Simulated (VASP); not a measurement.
A run of VASP 6.6.1:

File INCAR:

```
SYSTEM = NbH2
  PREC = Accurate
  ENCUT = 520
  EDIFF = 1E-6
  ISMEAR = 1
  SIGMA = 0.1
  LREAL = .FALSE.
  LASPH = .TRUE.
  NELM = 60
  ALGO = Normal
  ISIF = 2
  LWAVE = .FALSE.
  LCHARG = .TRUE.
  GGA = PS
  LELF = .TRUE.
  LVHAR = .TRUE.
  NBANDS = 14
```

KPOINTS

```
Automatic mesh
0
G
  11 11 11
  0 0 0
```

Contents of POSCAR:

```
NbH2
1.0
    0.0000000000      2.3016023574      2.3016023574
    2.3016023574      0.0000000000      2.3016023574
    2.3016023574      2.3016023574      0.0000000000
Nb H
1 2
Direct
    0.0000000000      0.0000000000      0.0000000000
    0.2500000000      0.2500000000      0.2500000000
    0.7500000000      0.7500000000      0.7500000000
```

Potentials or basis: VASP PAW PBE potentials, release 64 (Nb_sv, H).

The run is started by

```console
$ cat potpaw_PBE.64/Nb_sv/POTCAR potpaw_PBE.64/H/POTCAR > POTCAR
$ mpirun -np 1 vasp_std > vasp.out
```

Hardware: 1 thread of Intel(R) Xeon(R) 6975P-C (Granite Rapids), on a shared host.

How long does it take, and how much memory?

It took 6.2 s on 1 thread of Intel(R) Xeon(R) 6975P-C (Granite Rapids), with other jobs on the host, peak memory 0.15 GiB. Counts: scf iterations 12, k points 56.
